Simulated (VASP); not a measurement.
Runs of VASP 6.6.1 on AlAs. It takes space group F-43m (No. 216, cubic). The conventional cell has a = 5.678 Å, b = 5.678 Å, c = 5.678 Å, α = 90.00°, β = 90.00°, γ = 90.00°. Al (site symmetry -43m) has 4 As at 2.46 Å within 3.2 Å. As (site symmetry -43m) has 4 Al at 2.46 Å within 3.2 Å. 

```csv
level,potentials or basis,k mesh,cutoff (eV),grid for exact exchange (PRECFOCK),screening parameter,gap on the mesh (eV),pressure (GPa)
r2SCAN,"VASP PAW PBE potentials, release 64 (Al, As)",4 × 4 × 4,550,-,-,(a),0.2
PBE,"VASP PAW PBE potentials, release 64 (Al, As)",6 × 6 × 6,500,-,-,(c),2.1
LDA,"VASP PAW LDA potentials, release 64 (Al, As)",4 × 4 × 4,500,-,-,1.32,-1.3
PBE,"VASP PAW PBE potentials, release 64 (Al, As)",4 × 4 × 4,500,-,-,1.43,(b)
HSE06,"VASP PAW PBE potentials, release 64 (Al, As)",4 × 4 × 4,400,Normal,0.2079 1/Å,2.11,0.2
```

Alike in all rows: task single point; no spin polarisation; cell as given; smearing gaussian 0.01 eV.

Q: Estimate the missing entries.

A: (a) 1.78; (b) 2.4; (c) 1.45.

Caveats: some runs use coarse meshes; the PAW data sets were made with another functional, which shifts forces and pressure a little (some runs).

A k mesh can miss the band edges, and the runs leave out spin-orbit coupling on As.
